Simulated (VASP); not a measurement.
# LiBe2S3 (P-3m1) in VASP: further runs

The runs below take LiBe2S3 through single point, relaxation of cell and atoms, with PBE.

Everything below comes from runs of VASP 6.6.1. Logs are shortened: lines on timing, memory, paths and dates and some standing lists are left out, and cuts for length are marked.

## Step 1: The cell of the first run

It takes space group P-3m1 (No. 164, trigonal). The conventional cell has a = 3.340 Å, b = 3.340 Å, c = 8.187 Å, α = 90.00°, β = 90.00°, γ = 120.00°. Li (site symmetry -3m) has 6 S at 2.66 Å and 6 Li at 3.34 Å and 6 Be at 3.54 Å within 3.6 Å. Within 3.0 Å of Be (site symmetry 3m) lie 6 S at 2.24 Å and 3 Be at 2.97 Å. Within 3.0 Å of S (site symmetry -3m) lie 6 Be at 2.24 Å and 6 S at 2.97 Å. Within 3.0 Å of S (site symmetry 3m) lie 3 Be at 2.24 Å and 3 Li at 2.66 Å and 3 S at 2.97 Å.

## Step 2: Single point, PBE

Contents of INCAR:

```
PREC     = Accurate       # precision mode
ENCUT    = 520            # plane-wave cutoff, eV
EDIFF    = 1E-7           # SCF threshold, eV
ISMEAR   = 0              # smearing method
SIGMA    = 0.1            # smearing width, eV
LREAL    = F              # projectors in reciprocal space
LASPH    = T              # aspherical terms in the spheres
NELM     = 60             # most SCF steps
ALGO     = Normal         # electronic algorithm
ISIF     = 2              # what is computed and relaxed
LWAVE    = F              # write WAVECAR
LCHARG   = F              # write CHGCAR
GGA      = PE             # functional
NBANDS   = 22             # bands
```

Contents of KPOINTS:

```
Automatic mesh
0
Gamma
  6 6 2
```

Contents of POSCAR:

```
LiBe2S3
1.0
    3.3399410200      0.0000000000      0.0000000000
   -1.6699705100      2.8924737700      0.0000000000
    0.0000000000      0.0000000000      8.1865812400
Li Be S
1 2 3
Direct
    0.0000000000      0.0000000000      0.5000000000
    0.6666666700      0.3333333300      0.1380289800
    0.3333333300      0.6666666700      0.8619710200
    0.0000000000      0.0000000000      0.0000000000
    0.3333333300      0.6666666700      0.2760579600
    0.6666666700      0.3333333300      0.7239420400
```

Potentials or basis: VASP PAW PBE potentials, release 64 (Li_sv, Be, S).

Command:

```sh
$ cat potpaw_PBE.64/Li_sv/POTCAR potpaw_PBE.64/Be/POTCAR potpaw_PBE.64/S/POTCAR > POTCAR
$ mpirun -np 1 vasp_std > vasp.out
```

OUTCAR:

```text
PREC = Accurate
   ENCUT = 520
   EDIFF = 1E-7
   ISMEAR = 0
   LREAL = F
   LASPH = T
   NELM = 60
   ISIF = 2
   GGA = PE

 ion  position               nearest neighbor table
   1  0.000  0.000  0.500-   5 2.66   6 2.66   5 2.66   6 2.66   6 2.66   5 2.66
   2  0.667  0.333  0.138-   5 2.24   4 2.24   5 2.24   4 2.24   4 2.24   5 2.24
   3  0.333  0.667  0.862-   6 2.24   4 2.24   6 2.24   4 2.24   4 2.24   6 2.24
   4  0.000  0.000  0.000-   2 2.24   3 2.24   3 2.24   2 2.24   2 2.24   3 2.24
   5  0.333  0.667  0.276-   2 2.24   2 2.24   2 2.24   1 2.66   1 2.66   1 2.66
   6  0.667  0.333  0.724-   3 2.24   3 2.24   3 2.24   1 2.66   1 2.66   1 2.66

  LATTYP: Found a hexagonal cell.
 ALAT       =     3.3399410200
 C/A-ratio  =     2.4511155110

  Lattice vectors:

 A1 = (   3.3399410200,   0.0000000000,   0.0000000000)
 A2 = (  -1.6699705100,   2.8924737700,   0.0000000000)
 A3 = (   0.0000000000,   0.0000000000,   8.1865812400)

Analysis of symmetry for initial positions (statically):
=====================================================================
 Subroutine PRICEL returns:
 Original cell was already a primitive cell.

 Routine SETGRP: Setting up the symmetry group for a
 hexagonal supercell.

 Subroutine GETGRP returns: Found 12 space group operations
 (whereof 12 operations were pure point group operations)
 out of a pool of 24 trial point group operations.

The static configuration has the point symmetry D_3d.

Analysis of symmetry for dynamics (positions and initial velocities):
=====================================================================
 Subroutine PRICEL returns:
 Original cell was already a primitive cell.

 Routine SETGRP: Setting up the symmetry group for a
 hexagonal supercell.

 Subroutine GETGRP returns: Found 12 space group operations
 (whereof 12 operations were pure point group operations)
 out of a pool of 24 trial point group operations.

The dynamic configuration has the point symmetry D_3d.

 Subroutine INISYM returns: Found 12 space group operations
 (whereof 12 operations are pure point group operations),
 and found     1 'primitive' translations

----------------------------------------------------------------------------------------

                                     Primitive cell

  volume of cell :      79.0880

  direct lattice vectors                    reciprocal lattice vectors
     3.339941020  0.000000000  0.000000000     0.299406485  0.172862415  0.000000000
    -1.669970510  2.892473770  0.000000000     0.000000000  0.345724829  0.000000000
     0.000000000  0.000000000  8.186581240     0.000000000  0.000000000  0.122151112

  length of vectors
     3.339941020  3.339941020  8.186581240     0.345724829  0.345724829  0.122151112

  position of ions in fractional coordinates (direct lattice)
     0.000000000  0.000000000  0.500000000
     0.666666670  0.333333330  0.138028980
     0.333333330  0.666666670  0.861971020
     0.000000000  0.000000000  0.000000000
     0.333333330  0.666666670  0.276057960
     0.666666670  0.333333330  0.723942040

  ion indices of the primitive-cell ions
   primitive index   ion index
                 1           1
                 2           2
                 3           3
                 4           4
                 5           5
                 6           6

----------------------------------------------------------------------------------------

 KPOINTS: Automatic mesh

Automatic generation of k-mesh.
 Grid dimensions read from file:
 generate k-points for:    6    6    2

 Generating k-lattice:

  Cartesian coordinates                     Fractional coordinates (reciprocal lattice)
     0.049901081  0.028810402  0.000000000     0.166666667  0.000000000  0.000000000
     0.000000000  0.057620805  0.000000000     0.000000000  0.166666667  0.000000000
     0.000000000  0.000000000  0.061075556     0.000000000  0.000000000  0.500000000

  Length of vectors
     0.057620805  0.057620805  0.061075556

  Shift w.r.t. Gamma in fractional coordinates (k-lattice)
     0.000000000  0.000000000  0.000000000

 Subroutine IBZKPT returns following result:
 ===========================================

 Found     14 irreducible k-points:

 Following reciprocal coordinates:
            Coordinates               Weight
  0.000000  0.000000  0.000000      1.000000
  0.166667 -0.000000  0.000000      6.000000
  0.333333 -0.000000  0.000000      6.000000
  0.500000 -0.000000  0.000000      3.000000
  0.166667  0.166667  0.000000      6.000000
  0.333333  0.166667  0.000000     12.000000
  0.333333  0.333333  0.000000      2.000000
  0.000000  0.000000  0.500000      1.000000
  0.166667 -0.000000  0.500000      6.000000
  0.333333 -0.000000  0.500000      6.000000
  0.500000 -0.000000  0.500000      3.000000
  0.166667  0.166667  0.500000      6.000000
  0.333333  0.166667  0.500000     12.000000
  0.333333  0.333333  0.500000      2.000000
[... 34 lines left out ...]
   EFERMI_NEDOS =   21; number of points for ismear=-14 and -15
   IALGO  =     38    algorithm
   IMIX   =      4    mixing-type and parameters
     AMIX     =   0.40;   BMIX     =  1.00
     AMIX_MAG =   1.60;   BMIX_MAG =  1.00
  volume/ion in A,a.u.               =      13.18        88.95
  Fermi-wavevector in a.u.,A,eV,Ry     =   1.115196  2.107415 16.921053  1.243662
  Thomas-Fermi vector in A             =   2.251798
   LORBIT       =      0    0 simple, 1 ext, 2 COOP (PROOUT), +10 PAW based schemes
   GGA     = PE    functional components
   LHFCALC =     F    Hartree Fock is set to
   AEXX    =    0.0000 exact exchange contribution
   IVDW    =     0    specifies the selected vdW correction
   LEPSILON=     F    determine dielectric tensor
   LRPA    =     F    only Hartree local field effects (RPA)
 non-spin polarized calculation
 Gauss-broadening in eV      SIGMA  =   0.10
  energy-cutoff  :      520.00
  volume of cell :       79.09
 maximum number of plane-waves:      2152
 NGX is ok and might be reduce to    28
   NGX = 13   NGY = 13   NGZ = 31

 number of electron      24.9999995 magnetization

 Free energy of the ion-electron system (eV)
  ---------------------------------------------------
  ext. energy  EPLUGINS =         0.00000000
  ---------------------------------------------------
  free energy    TOTEN  =       -24.73304728 eV

  energy without entropy =      -24.70645550  energy(sigma->0) =      -24.71975139

 E-fermi :   5.4708     XC(G=0): -10.1151

 val. band max:        5.4387264374   @ k =   0.0000   0.0000   0.5000
 cond. band min:       5.4746740489   @ k =   0.0000   0.0000   0.0000
 fundamental gap:      0.0359476116
 Fermi energy:         5.4708211994

 k-point     1 :       0.0000    0.0000    0.0000
  band No.  band energies     occupation
      1     -39.8623      2.00000
      2     -10.0815      2.00000
      3      -7.8554      2.00000
      4      -6.7405      2.00000
      5       0.1565      2.00000
      6       2.2463      2.00000
[... 14 lines left out ...]
     21      13.3898      0.00000
     22      14.2154      0.00000

 k-point     2 :       0.1667   -0.0000    0.0000
  band No.  band energies     occupation
      1     -39.8612      2.00000
      2      -9.7402      2.00000
      3      -7.5549      2.00000
      4      -6.5128      2.00000
      5       0.3480      2.00000
      6       1.3031      2.00000
[... 14 lines left out ...]
     21      13.7116      0.00000
     22      14.2125      0.00000

 k-point     3 :       0.3333   -0.0000    0.0000
  band No.  band energies     occupation
      1     -39.8590      2.00000
      2      -8.8158      2.00000
      3      -6.8267      2.00000
      4      -6.1092      2.00000
      5      -1.0601      2.00000
      6       0.0883      2.00000
[... 14 lines left out ...]
     21      13.9850      0.00000
     22      15.0159      0.00000
[... 226 lines left out ...]
 k-point    13 :       0.3333    0.1667    0.5000
  band No.  band energies     occupation
      1     -39.8579      2.00000
      2      -8.0914      2.00000
      3      -6.4386      2.00000
      4      -6.0304      2.00000
      5      -1.4535      2.00000
      6      -0.2872      2.00000
[... 14 lines left out ...]
     21      13.8310      0.00000
     22      14.3242      0.00000

 k-point    14 :       0.3333    0.3333    0.5000
  band No.  band energies     occupation
      1     -39.8573      2.00000
      2      -7.5687      2.00000
      3      -6.1770      2.00000
      4      -6.1770      2.00000
      5      -1.0783      2.00000
      6      -1.0783      2.00000
[... 14 lines left out ...]
     21      14.1246      0.00000
     22      15.0547      0.00000

------------------------ aborting loop because EDIFF is reached ----------------------------------------

  FORCE on cell =-STRESS in cart. coord.  units (eV):
  Direction    XX          YY          ZZ          XY          YZ          ZX
  --------------------------------------------------------------------------------------
  -------------------------------------------------------------------------------------
  Total        0.9663142      0.9663142      7.5075939      0.0000000     -0.0000000      0.0000000
  in kB       19.5757371     19.5757371    152.0899615      0.0000000     -0.0000000      0.0000000
  external PRESSURE =      63.7471453 kB  Pullay stress =       0.0000000 kB

 VOLUME and BASIS-vectors are now :
 -----------------------------------------------------------------------------
  energy-cutoff  :      520.00
  volume of cell :       79.09
      direct lattice vectors                 reciprocal lattice vectors
     3.339941020  0.000000000  0.000000000     0.299406485  0.172862415  0.000000000
    -1.669970510  2.892473770  0.000000000     0.000000000  0.345724829  0.000000000
     0.000000000  0.000000000  8.186581240     0.000000000  0.000000000  0.122151112

 POSITION                                       TOTAL-FORCE (eV/Angst)
 -----------------------------------------------------------------------------------
      0.00000      0.00000      4.09329         0.000000      0.000000      0.000000
      1.66997      0.96416      1.12999         0.000000     -0.000000      1.665257
     -0.00000      1.92832      7.05660        -0.000000      0.000000     -1.665257
      0.00000      0.00000      0.00000         0.000000      0.000000      0.000000
     -0.00000      1.92832      2.25997         0.000000     -0.000000      1.346569
      1.66997      0.96416      5.92661        -0.000000      0.000000     -1.346569
 -----------------------------------------------------------------------------------
    total drift:                               -0.000000      0.000000      0.000000

  FREE ENERGIE OF THE ION-ELECTRON SYSTEM (eV)
  ---------------------------------------------------
  free  energy   TOTEN  =       -24.7330472808 eV

  energy  without entropy=      -24.7064555011  energy(sigma->0) =      -24.71975139
```

It took 52 s on 1 thread of Intel Xeon 8259CL, shared host; peak memory 0.21 GiB.

What came out:

```yaml
Free_energy: -24.7330 eV
Largest_force: 1.665 eV/Å
Band_gap_on_the_k_mesh: zero (an odd number of electrons rules out a gap without spin polarisation)
```

Forces in eV/Å, atoms in the order of the input:
```
Li   0.000  0.000  0.000
Be   0.000  0.000  1.665
Be   0.000  0.000 -1.665
S    0.000  0.000  0.000
S    0.000  0.000  1.347
S    0.000  0.000 -1.347
```

Caveat: the k points lie up to 0.38 Å⁻¹ apart, too coarse for converged energies and pressures of a metal; the cutoff is under 1.25 times the usual one of these potentials, so pressure, stress and relaxed cells hold a basis-set (Pulay) error; forces of over 1 eV/Å act on the atoms, so gaps and moduli don't describe the material at rest.

## Step 3: Single point, PBE

This run uses another cell than the first one, of 13.92 Å³/atom.

Contents of INCAR:

```
PREC = Accurate
ENCUT = 520
EDIFF = 1E-6
ISMEAR = 0
SIGMA = 0.1
LREAL = False
LASPH = True
NELM = 100
ALGO = Normal
ISIF = 2
LWAVE = False
LCHARG = False
GGA = PE
NBANDS = 22
```

Contents of KPOINTS:

```
Automatic mesh
0
Gamma
  12 12 4
```

Contents of POSCAR:

```
LiBe2S3
1.0
    3.2956273294      0.0000000000      0.0000000000
   -1.6478136647      2.8540969887      0.0000000000
    0.0000000000      0.0000000000      8.8820427814
Li Be S
1 2 3
Direct
    0.0000000000      0.0000000000      0.5000000000
    0.6666666667      0.3333333333      0.1984823706
    0.3333333333      0.6666666667      0.8015176294
    0.0000000000      0.0000000000      0.0000000000
    0.3333333333      0.6666666667      0.3041146478
    0.6666666667      0.3333333333      0.6958853522
```

Potentials or basis: VASP PAW PBE potentials, release 64 (Li_sv, Be, S).

Command:

```sh
$ cat potpaw_PBE.64/Li_sv/POTCAR potpaw_PBE.64/Be/POTCAR potpaw_PBE.64/S/POTCAR > POTCAR
$ mpirun -np 1 vasp_std > vasp.out
```

Run time: 3.4 min. Hardware: 1 thread of Intel Xeon 8259CL, shared host; peak memory 0.28 GiB.

It converged, with:

```yaml
Free_energy: -25.6596 eV
Largest_force: 0.010 eV/Å
Band_gap_on_the_k_mesh: zero (an odd number of electrons rules out a gap without spin polarisation)
```

Forces on the atoms (eV/Å):
```
Li   0.000  0.000  0.000
Be   0.000  0.000 -0.010
Be   0.000  0.000  0.010
S    0.000  0.000  0.000
S    0.000  0.000  0.008
S    0.000  0.000 -0.008
```

Levels at points of the mesh, in eV from the Fermi level:
| k point | band 11 | band 12 | band 13 | band 14 | band 15 | band 16 |
| --- | --- | --- | --- | --- | --- | --- |
| (0.00, 0.00, 0.00) | -0.04 | 0.64 | 0.64 | 4.79 | 5.95 | 6.04 |
| (0.50, 0.00, 0.00) | -1.65 | -1.12 | -0.08 | 2.52 | 4.70 | 4.85 |
| (0.00, 0.00, 0.50) | -0.06 | 0.63 | 0.63 | 5.41 | 5.83 | 5.83 |
| (0.50, 0.00, 0.50) | -1.81 | -0.30 | 0.01 | 2.79 | 4.44 | 4.89 |

Caveat: the cutoff is under 1.25 times the usual one of these potentials, so pressure, stress and relaxed cells hold a basis-set (Pulay) error.

## Step 4: Relaxation of cell and atoms, PBE

This run uses another cell than the first one, of 13.85 Å³/atom.

Contents of INCAR:

```
  PREC = Accurate
  ENCUT = 600
  EDIFF = 1E-6
  ISMEAR = 0
  SIGMA = 0.1
  LREAL = F
  LASPH = T
  NELM = 80
  ALGO = Normal
  ISIF = 3
  LWAVE = F
  LCHARG = F
  GGA = PE
  IBRION = 2
  NSW = 100
  EDIFFG = -0.01
```

KPOINTS is that of step 3.

Contents of POSCAR:

```
LiBe2S3
1.0
    3.2894376127      0.0000000000      0.0000000000
   -1.6447188064      2.8487365368      0.0000000000
    0.0000000000      0.0000000000      8.8679211682
Li Be S
1 2 3
Direct
    0.0000000000      0.0000000000      0.5000000000
    0.6666666667      0.3333333333      0.1951335669
    0.3333333333      0.6666666667      0.8048664331
    0.0000000000      0.0000000000      0.0000000000
    0.3333333333      0.6666666667      0.3031299818
    0.6666666667      0.3333333333      0.6968700182
```

Command:

```sh
$ cat potpaw_PBE.64/Li_sv/POTCAR potpaw_PBE.64/Be/POTCAR potpaw_PBE.64/S/POTCAR > POTCAR
$ mpirun -np 1 vasp_std > vasp.out
```

Wall time 11 min (1 thread of Intel Xeon 8259CL, shared host); peak memory 0.3 GiB.

It converged, with:

- Free energy: -25.6597 eV
- Relaxed volume: 13.86 Å³/atom
- Relaxed cell: a = 3.290 Å, b = 3.290 Å, c = 8.872 Å, α = 90.00°, β = 90.00°, γ = 120.00°
- Space group after relaxing (to 0.1 Å): P-3m1 (No. 164)
- Energy gained by relaxing: 0.1 meV/atom
- Ionic steps: 9
- Pressure after relaxing: 0.1 GPa
- Largest force after relaxing: 0.008 eV/Å
- Band gap on the k mesh: zero (an odd number of electrons rules out a gap without spin polarisation)

Forces in eV/Å, atoms in the order of the input:
```
Li   0.000  0.000  0.000
Be   0.000  0.000  0.008
Be   0.000  0.000 -0.008
S    0.000  0.000  0.000
S    0.000  0.000 -0.007
S    0.000  0.000  0.007
```

Step by step:
| step | energy change (eV) | largest force (eV/Å) | pressure (GPa) | volume (Å³) |
| --- | --- | --- | --- | --- |
| 1 | 0.0000 | 0.0274 | 0.11 | 83.10 |
| 2 | -0.0001 | 0.0203 | -0.03 | 83.21 |
| 3 | -0.0001 | 0.0264 | -0.13 | 83.31 |
| 4 | -0.0001 | 0.0226 | -0.08 | 83.25 |
| 5 | -0.0002 | 0.0213 | -0.07 | 83.24 |
| 6 | -0.0004 | 0.0178 | -0.02 | 83.19 |
| 7 | -0.0002 | 0.0407 | 0.07 | 83.11 |
| 8 | -0.0004 | 0.0196 | 0.01 | 83.17 |
| 9 | -0.0005 | 0.0079 | 0.07 | 83.17 |

Final structure:
```cif
data_structure
_symmetry_space_group_name_H-M 'P 1'
_symmetry_Int_Tables_number 1
_cell_length_a 3.2901
_cell_length_b 3.2901
_cell_length_c 8.8719
_cell_angle_alpha 90.000
_cell_angle_beta 90.000
_cell_angle_gamma 120.000
_cell_volume 83.17
loop_
_atom_site_label
_atom_site_type_symbol
_atom_site_fract_x
_atom_site_fract_y
_atom_site_fract_z
_atom_site_occupancy
Li1 Li 0.00000 0.00000 0.50000 1
Be1 Be 0.66667 0.33333 0.19660 1
Be2 Be 0.33333 0.66667 0.80340 1
S1 S 0.00000 0.00000 0.00000 1
S2 S 0.33333 0.66667 0.30405 1
S3 S 0.66667 0.33333 0.69595 1
```

Levels at points of the mesh, in eV from the Fermi level:
```
           k point  band 10  band 11  band 12  band 13  band 14  band 15  band 16
(0.00, 0.00, 0.00)     0.00     0.00     0.62     0.62     4.82     5.99     6.04
(0.50, 0.00, 0.00)    -2.09    -1.61    -1.13    -0.09     2.52     4.73     4.86
(0.00, 0.00, 0.50)    -0.02    -0.02     0.62     0.62     5.42     5.84     5.84
(0.50, 0.00, 0.50)    -2.04    -1.78    -0.31     0.01     2.78     4.46     4.90
```

Caveat: the cutoff is under 1.25 times the usual one of these potentials, so pressure, stress and relaxed cells hold a basis-set (Pulay) error.

## Step 5: The runs side by side

| task | cell | k mesh | cutoff (eV) | gap on the mesh (eV) | largest force (eV/Å) |
| --- | --- | --- | --- | --- | --- |
| single point | a = 3.340, b = 3.340, c = 8.187 Å, angles 90.0, 90.0, 120.0°, 6 atoms, atomic positions A | 6 × 6 × 2 | 520 | none | 1.67 |
| single point | a = 3.296, b = 3.296, c = 8.882 Å, angles 90.0, 90.0, 120.0°, 6 atoms, atomic positions B | 12 × 12 × 4 | 520 | none | 0.01 |
| relaxation of cell and atoms | relaxed from a = 3.289, b = 3.289, c = 8.868 Å, angles 90.0, 90.0, 120.0°, 6 atoms, atomic positions C | 12 × 12 × 4 | 600 | none | 0.01 |

Alike in all rows: level PBE; potentials or basis VASP PAW PBE potentials, release 64 (Li_sv, Be, S); no spin polarisation; smearing gaussian 0.1 eV.

Caveats: some runs use coarse meshes; the cutoff is under 1.25 times the usual one of these potentials, so pressure, stress and relaxed cells hold a basis-set (Pulay) error; forces of over 1 eV/Å act on the atoms, so gaps and moduli don't describe the material at rest (at least some runs).

Absolute energies hang on the potentials; compare differences alone.

The gap in the log of VASP goes by the Fermi energy; the results here count the filled bands.